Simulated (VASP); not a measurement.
SnO: relaxation of cell and atoms with PBE0

SnO:

```
Sn O
1.0
     3.13193    0.00000    0.00000
     0.00000    3.13193    0.00000
     0.00000    0.00000    3.13193
Sn O
1 1
Direct
  0.00000 0.00000 0.00000
  0.50000 0.50000 0.50000
```

```
Program                            : VASP 6.6.1
Task                               : relaxation of cell and atoms
Functional                         : PBE0
Potentials or basis                : VASP PAW PBE potentials, release 64 (Sn_d, O)
Cutoff                             : 600 eV
k mesh                             : 5 × 5 × 5
Occupations                        : fermi-dirac, width 0.05 eV
Spin                               : no spin polarisation
Dipole correction                  : no
Grid for exact exchange (PRECFOCK) : Normal
Further INCAR settings             : ALGO = Normal; EDIFF = 1e-07; IBRION = 2; EDIFFG = -0.01; NSW = 60; ISIF = 3
Share of exact exchange            : 0.25
```

| Property | Result |
| --- | --- |
| Relaxed volume | 14.80 Å³/atom |
| Relaxed cell | a = 3.094 Å, b = 3.094 Å, c = 3.094 Å, α = 90.00°, β = 90.00°, γ = 90.00° |
| Space group after relaxing (to 0.1 Å) | Pm-3m (No. 221) |
| Energy gained by relaxing | 7.0 meV/atom |
| Ionic steps | 3 |
| Pressure after relaxing | 0.0 GPa |
| Band gap on the k mesh | 2.60 eV (least direct gap 3.16 eV) |

Step by step:
```tsv
step	energy change (eV)	largest force (eV/Å)	pressure (GPa)	volume (Å³)
1	0.0000	0.0000	-3.89	30.72
2	-0.0107	0.0000	2.12	29.09
3	-0.0141	0.0000	0.01	29.61
```

Final structure:
```yaml
crystal:
  lattice:
    - [3.09361, 0.00000, 0.00000]
    - [0.00000, 3.09361, 0.00000]
    - [0.00000, 0.00000, 3.09361]
  atoms:
    - { symbol: Sn, position: [0.00000, 0.00000, 0.00000] }
    - { symbol: O, position: [0.50000, 0.50000, 0.50000] }
```

Levels at points of the mesh, in eV from the valence-band top:
```
           k point  band 7  band 8  band 9  band 10  band 11  band 12  band 13  band 14
(0.00, 0.00, 0.00)   -7.66   -2.66   -2.66    -2.66    10.24    10.80    10.80    10.80
```

Run time: 20 min on 1 thread of Intel(R) Xeon(R) 6975P-C (Granite Rapids) (shared host), peak memory 0.18 GiB.

Caveat: the PAW data sets were made with another functional, which shifts forces and pressure a little; spin-orbit coupling is left out, which moves the levels of the heavy elements; an odd mesh through Γ misses points on the zone boundary, where band edges can lie.
